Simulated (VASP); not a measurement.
# SiO2 (I-42d) in VASP: notebook

SiO2 is run at these levels: LDA; tasks: single point.

Everything below comes from runs of VASP 6.6.1. Logs are shortened: lines on timing, memory, paths and dates and some standing lists are left out, and cuts for length are marked.

**1. The cell of the first run**

It takes space group I-42d (No. 122, tetragonal). The conventional cell has a = 4.748 Å, b = 4.748 Å, c = 7.488 Å, α = 90.00°, β = 90.00°, γ = 90.00°. Si (site symmetry -4) has 4 O at 1.62 Å within 2.2 Å. Within 2.2 Å of O (site symmetry 2) lie 2 Si at 1.62 Å.

**2. Single point, LDA**

Contents of INCAR:

```
SYSTEM = SiO2
PREC     = Accurate       ! precision mode
ENCUT    = 520            ! plane-wave cutoff, eV
EDIFF    = 1E-6           ! SCF threshold, eV
ISMEAR   = 0              ! smearing method
SIGMA    = 0.02           ! smearing width, eV
LREAL    = .False.        ! projectors in reciprocal space
LASPH    = .True.         ! aspherical terms in the spheres
NELM     = 100            ! most SCF steps
ALGO     = Normal         ! electronic algorithm
ISIF     = 2              ! what is computed and relaxed
LWAVE    = .False.        ! write WAVECAR
LCHARG   = .False.        ! write CHGCAR
NBANDS   = 25             ! bands
```

Contents of KPOINTS:

```
regular mesh
0
Gamma
  8 8 8
  0 0 0
```

Contents of POSCAR:

```
SiO2
1.0
   -2.3740500000      2.3740500000      3.7440000000
    2.3740500000     -2.3740500000      3.7440000000
    2.3740500000      2.3740500000     -3.7440000000
Si O
2 4
Direct
    0.0000000000      0.0000000000      0.0000000000
    0.7500000000      0.2500000000      0.5000000000
    0.9983800000      0.6250000000      0.8733800000
    0.3750000000      0.2483800000      0.3733800000
    0.7516200000      0.1250000000      0.1266200000
    0.8750000000      0.0016200000      0.6266200000
```

Potentials or basis: VASP PAW LDA potentials, release 64 (Si, O).

The run is started by

```sh
$ cat potpaw_LDA.64/Si/POTCAR potpaw_LDA.64/O/POTCAR > POTCAR
$ mpirun -np 1 vasp_std > vasp.out
```

OUTCAR:

```text
SYSTEM = SiO2
   PREC = Accurate
   ENCUT = 520
   EDIFF = 1E-6
   ISMEAR = 0
   LREAL = .False.
   LASPH = .True.
   NELM = 100
   ISIF = 2

 ion  position               nearest neighbor table
   1  0.000  0.000  0.000-   3 1.62   4 1.62   5 1.62   6 1.62   2 3.02   2 3.02   2 3.02   2 3.02

   2  0.750  0.250  0.500-   3 1.62   4 1.62   5 1.62   6 1.62   1 3.02   1 3.02   1 3.02   1 3.02

   3  0.998  0.625  0.873-   1 1.62   2 1.62
   4  0.375  0.248  0.373-   1 1.62   2 1.62
   5  0.752  0.125  0.127-   1 1.62   2 1.62
   6  0.875  0.002  0.627-   1 1.62   2 1.62

  LATTYP: Found a body centered tetragonal cell.
 ALAT       =     4.7481000000
 C/A-ratio  =     1.5770518734

  Lattice vectors:

 A1 = (  -2.3740500000,   2.3740500000,   3.7440000000)
 A2 = (   2.3740500000,  -2.3740500000,   3.7440000000)
 A3 = (   2.3740500000,   2.3740500000,  -3.7440000000)

Analysis of symmetry for initial positions (statically):
=====================================================================
 Subroutine PRICEL returns:
 Original cell was already a primitive cell.

 Routine SETGRP: Setting up the symmetry group for a
 body centered tetragonal supercell.

 Subroutine GETGRP returns: Found  8 space group operations
 (whereof  4 operations were pure point group operations)
 out of a pool of 16 trial point group operations.

The static configuration has the point symmetry S_4 .
 The point group associated with its full space group is D_2d.

Analysis of symmetry for dynamics (positions and initial velocities):
=====================================================================
 Subroutine PRICEL returns:
 Original cell was already a primitive cell.

 Routine SETGRP: Setting up the symmetry group for a
 body centered tetragonal supercell.

 Subroutine GETGRP returns: Found  8 space group operations
 (whereof  4 operations were pure point group operations)
 out of a pool of 16 trial point group operations.

The dynamic configuration has the point symmetry S_4 .
 The point group associated with its full space group is D_2d.

 Subroutine INISYM returns: Found  8 space group operations
 (whereof  4 operations are pure point group operations),
 and found     1 'primitive' translations

----------------------------------------------------------------------------------------

                                     Primitive cell

  volume of cell :      84.4064

  direct lattice vectors                    reciprocal lattice vectors
    -2.374050000  2.374050000  3.744000000     0.000000000  0.210610560  0.133547009
[... 99 lines left out ...]
   NFREE  =      0    steps in history (QN), initial steepest desc. (CG)
   ISIF   =      2    stress and relaxation
   ISYM   =      2    0-nonsym 1-usesym 2-fastsym
   POTIM  = 0.5000    time-step for ionic-motion
   TEBEG  =    0.0;   TEEND  =   0.0 temperature during run
   PSTRESS=    0.0 pullay stress
   NELECT =      32.0000    total number of electrons
   NUPDOWN=      -1.0000    fix difference up-down
   EMIN   =  10.00;   EMAX   =-10.00  energy-range for DOS
   EFERMI =   0.00;   METHOD = LEGACY
   ISMEAR =     0;   SIGMA  =   0.02  broadening in eV -4-tet -1-fermi 0-gaus
   EFERMI_NEDOS =   21; number of points for ismear=-14 and -15
   IALGO  =     38    algorithm
   IMIX   =      4    mixing-type and parameters
     AMIX     =   0.40;   BMIX     =  1.00
     AMIX_MAG =   1.60;   BMIX_MAG =  1.00
  volume/ion in A,a.u.               =      14.07        94.93
  Fermi-wavevector in a.u.,A,eV,Ry     =   1.184858  2.239057 19.101062  1.403888
  Thomas-Fermi vector in A             =   2.321064
   LORBIT       =      0    0 simple, 1 ext, 2 COOP (PROOUT), +10 PAW based schemes
   GGA     = CA    functional components
   LHFCALC =     F    Hartree Fock is set to
   AEXX    =    0.0000 exact exchange contribution
   IVDW    =     0    specifies the selected vdW correction
   LEPSILON=     F    determine dielectric tensor
   LRPA    =     F    only Hartree local field effects (RPA)
 non-spin polarized calculation
 Gauss-broadening in eV      SIGMA  =   0.02
  energy-cutoff  :      520.00
  volume of cell :       84.41
 maximum number of plane-waves:      2317
 NGX is ok and might be reduce to    40
   NGX = 19   NGY = 19   NGZ = 19

 number of electron      32.0000013 magnetization

 Free energy of the ion-electron system (eV)
  ---------------------------------------------------
  ext. energy  EPLUGINS =         0.00000000
  ---------------------------------------------------
  free energy    TOTEN  =       -51.82316040 eV

  energy without entropy =      -51.82316040  energy(sigma->0) =      -51.82316040

 E-fermi :  -0.2619     XC(G=0):  -9.1268

 val. band max:       -0.3764697219   @ k =   0.0000   0.0000   0.0000
 cond. band min:       5.4405503861   @ k =   0.0000   0.0000   0.0000
 fundamental gap:      5.8170201081
 Fermi energy:        -0.2618652884

 k-point     1 :       0.0000    0.0000    0.0000
  band No.  band energies     occupation
      1     -19.2365      2.00000
      2     -17.0455      2.00000
      3     -17.0237      2.00000
      4     -17.0237      2.00000
      5      -9.2171      2.00000
      6      -5.6938      2.00000
[... 661 lines left out ...]
     24      12.4449      0.00000
     25      13.2631      0.00000

 [... further k-points ...]

------------------------ aborting loop because EDIFF is reached ----------------------------------------

  FORCE on cell =-STRESS in cart. coord.  units (eV):
  Direction    XX          YY          ZZ          XY          YZ          ZX
  --------------------------------------------------------------------------------------
  -------------------------------------------------------------------------------------
  Total       -0.9013978     -0.9013978     -1.9099038      0.0000000     -0.0000000      0.0000000
  in kB      -17.1100602    -17.1100602    -36.2532145      0.0000000     -0.0000000      0.0000000
  external PRESSURE =     -23.4911116 kB  Pullay stress =       0.0000000 kB

 VOLUME and BASIS-vectors are now :
 -----------------------------------------------------------------------------
  energy-cutoff  :      520.00
  volume of cell :       84.41
      direct lattice vectors                 reciprocal lattice vectors
    -2.374050000  2.374050000  3.744000000     0.000000000  0.210610560  0.133547009
     2.374050000 -2.374050000  3.744000000     0.210610560  0.000000000  0.133547009
     2.374050000  2.374050000 -3.744000000     0.210610560  0.210610560  0.000000000

 POSITION                                       TOTAL-FORCE (eV/Angst)
 -----------------------------------------------------------------------------------
      0.00000      0.00000      0.00000         0.000000      0.000000     -0.000000
      0.00000      2.37405      1.87200         0.000000      0.000000      0.000000
      1.18702      2.95987      2.80800         0.000000     -0.252403      0.000000
      0.58582      1.18702      0.93600        -0.252403      0.000000      0.000000
     -1.18702      1.78823      2.80800        -0.000000      0.252403      0.000000
     -0.58582      3.56107      0.93600         0.252403     -0.000000      0.000000
 -----------------------------------------------------------------------------------
    total drift:                                0.000002      0.000002      0.000003

  FREE ENERGIE OF THE ION-ELECTRON SYSTEM (eV)
  ---------------------------------------------------
  free  energy   TOTEN  =       -51.8231604009 eV

  energy  without entropy=      -51.8231604009  energy(sigma->0) =      -51.82316040
```

OSZICAR:

```text
N       E                     dE             d eps       ncg     rms          rms(c)
DAV:   1     0.161995517623E+03    0.16200E+03   -0.16152E+04  2950   0.114E+03
DAV:   2    -0.472921293124E+02   -0.20929E+03   -0.20111E+03  3887   0.273E+02
DAV:   3    -0.582515233293E+02   -0.10959E+02   -0.10911E+02  3956   0.636E+01
DAV:   4    -0.583577153444E+02   -0.10619E+00   -0.10614E+00  3556   0.713E+00
DAV:   5    -0.583590272230E+02   -0.13119E-02   -0.13116E-02  3964   0.781E-01    0.207E+01
DAV:   6    -0.519849397819E+02    0.63741E+01   -0.20182E+01  3602   0.283E+01    0.107E+01
DAV:   7    -0.518949260484E+02    0.90014E-01   -0.69076E-01  3695   0.456E+00    0.363E+00
DAV:   8    -0.518334777346E+02    0.61448E-01   -0.41607E-02  3798   0.163E+00    0.138E+00
DAV:   9    -0.518227055806E+02    0.10772E-01   -0.13556E-02  3960   0.892E-01    0.213E-01
DAV:  10    -0.518231638915E+02   -0.45831E-03   -0.10085E-03  3585   0.197E-01    0.770E-02
DAV:  11    -0.518231615071E+02    0.23844E-05   -0.25016E-04  3776   0.109E-01    0.141E-02
DAV:  12    -0.518231600379E+02    0.14692E-05   -0.10383E-05  3713   0.217E-02    0.489E-03
DAV:  13    -0.518231604009E+02   -0.36306E-06   -0.19963E-06  3216   0.900E-03
   1 F= -.51823160E+02 E0= -.51823160E+02  d E =-.242083E-18
```

stdout:

```text
POSCAR found type information on POSCAR SiO
 POSCAR found :  2 types and       6 ions
 scaLAPACK will be used
 LDA part: xc-table for (Slater(with rela. corr.)+CA(PZ))
 , standard interpolation
 POSCAR, INCAR and KPOINTS ok, starting setup
 FFT: planning ... GRIDC
 FFT: planning ... GRID_SOFT
 FFT: planning ... GRID
 WAVECAR not read
 entering main loop
```

It took 2.1 min on 1 thread of Intel Xeon Platinum 8488C (Sapphire Rapids), shared host; peak memory 0.21 GiB.

Results:

- Free energy: -51.8232 eV
- Pressure: -2.3 GPa
- Largest force: 0.252 eV/Å
- Band gap on the k mesh: 5.82 eV, direct

Forces in eV/Å, atoms in the order of the input:
```
Si   0.000  0.000  0.000
Si   0.000  0.000  0.000
O    0.000 -0.252  0.000
O   -0.252  0.000  0.000
O    0.000  0.252  0.000
O    0.252  0.000  0.000
```

**3. Single point, LDA**

Contents of INCAR:

```
SYSTEM = SiO2
  ALGO = Normal
  EDIFF = 1E-7
  ENCUT = 520
  GGA = CA
  ISIF = 2
  ISMEAR = 0
  LASPH = .TRUE.
  LCHARG = .FALSE.
  LREAL = .FALSE.
  LWAVE = .FALSE.
  NBANDS = 25
  NELM = 80
  PREC = Accurate
  SIGMA = 0.02
```

Contents of KPOINTS:

```
k-points
0
G
  8 8 8
  0 0 0
```

POSCAR is that of step 2.

Potentials or basis: VASP PAW LDA potentials, release 64 (Si, O).

The run is started by

```sh
$ cat potpaw_LDA.64/Si/POTCAR potpaw_LDA.64/O/POTCAR > POTCAR
$ mpirun -np 1 vasp_std > vasp.out
```

Run time: 1.9 min. Hardware: 1 thread of Intel Xeon Platinum 8488C (Sapphire Rapids), shared host; peak memory 0.22 GiB.

Results (log left out):

```yaml
Free_energy: -51.8232 eV
Pressure: -2.3 GPa
Largest_force: 0.253 eV/Å
Band_gap_on_the_k_mesh: 5.82 eV, direct
```

Forces in eV/Å, atoms in the order of the input:
```
Si   0.000  0.000  0.000
Si   0.000  0.000  0.000
O    0.000 -0.253  0.000
O   -0.253  0.000  0.000
O    0.000  0.253  0.000
O    0.253  0.000  0.000
```

Stress tensor (GPa, compression positive):
```
-1.71  0.00  0.00
 0.00 -1.71  0.00
 0.00  0.00 -3.62
```

Levels at points of the mesh, in eV from the valence-band top:
```
           k point  band 14  band 15  band 16  band 17  band 18  band 19
(0.00, 0.00, 0.00)    -1.02     0.00     0.00     5.82     8.42    11.06
(0.50, 0.00, 0.00)    -0.68    -0.28    -0.18     8.20     8.94     9.76
(0.50, 0.50, 0.00)    -0.75    -0.23    -0.23     9.24     9.24     9.92
(0.50, 0.50, 0.50)    -1.50    -0.11    -0.11     8.78     8.78     9.45
```

A k mesh can miss the band edges. As with any semilocal functional, this LDA gap is likely too small.

**4. Single point, LDA**

Contents of INCAR:

```
PREC = Accurate
ENCUT = 520
EDIFF = 1E-6
ISMEAR = 0
SIGMA = 0.02
LREAL = F
LASPH = T
NELM = 100
ALGO = Normal
ISIF = 2
LWAVE = F
LCHARG = F
NBANDS = 25
```

Contents of KPOINTS:

```
regular mesh
0
Gamma
  8 8 8
```

POSCAR is that of step 3.

The run is started by

```sh
$ cat potpaw_LDA.64/Si/POTCAR potpaw_LDA.64/O/POTCAR > POTCAR
$ mpirun -np 1 vasp_std > vasp.out
```

It took 96 s on 1 thread of Intel Xeon Platinum 8488C (Sapphire Rapids), shared host; peak memory 0.24 GiB.

Results (log left out):

```yaml
Free_energy: -51.8232 eV
Pressure: -2.3 GPa
Largest_force: 0.252 eV/Å
Band_gap_on_the_k_mesh: 5.82 eV, direct
```

Forces in eV/Å, atoms in the order of the input:
```
Si   0.000  0.000  0.000
Si   0.000  0.000  0.000
O    0.000 -0.252  0.000
O   -0.252  0.000  0.000
O    0.000  0.252  0.000
O    0.252  0.000  0.000
```

Stress tensor (GPa, compression positive):
```
-1.71  0.00  0.00
 0.00 -1.71  0.00
 0.00  0.00 -3.63
```

Levels at points of the mesh, in eV from the valence-band top:
```tsv
k point	band 12	band 13	band 14	band 15	band 16	band 17	band 18	band 19	band 20	band 21
(0.00, 0.00, 0.00)	-1.37	-1.34	-1.02	0.00	0.00	5.82	8.42	11.06	11.06	11.16
(0.50, 0.00, 0.00)	-1.47	-1.28	-0.68	-0.28	-0.18	8.20	8.94	9.76	9.98	10.92
(0.50, 0.50, 0.00)	-1.91	-0.75	-0.75	-0.23	-0.23	9.24	9.24	9.92	9.92	11.06
(0.50, 0.50, 0.50)	-1.95	-1.50	-1.50	-0.11	-0.11	8.78	8.78	9.45	9.45	12.01
```

A k mesh can miss the band edges. A hybrid or GW would open this gap; LDA tends to underestimate it.
